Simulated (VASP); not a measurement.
The system is Ni.

```
Ni
1.0
     0.00000    1.75725    1.75725
     1.75725    0.00000    1.75725
     1.75725    1.75725    0.00000
Ni
1
Cartesian
  0.0000 0.0000 0.0000
```

Base run:

```yaml
Program: VASP 6.6.1
Functional: PBE
Potentials_or_basis: VASP PAW PBE potentials, release 64 (Ni)
Cutoff: 520 eV
k_mesh: 15 × 15 × 15
Occupations: gaussian, width 1 eV
Spin: no spin polarisation
```

Its results: band gap on the k mesh zero (band 5 reaches 9.35 eV, above the bottom of band 6 at 8.39 eV); pressure 4.3 GPa.

**Question.** The run is repeated on the same cell with these changes: occupations from gaussian, width 1 eV to methfessel-paxton, width 0.01 eV. What comes out?

**Answer.** Band gap on the k mesh zero (band 5 reaches 9.38 eV, above the bottom of band 6 at 8.43 eV); pressure -0.8 GPa.

Caveats: the run has no spin polarisation, though such a crystal can be magnetic.
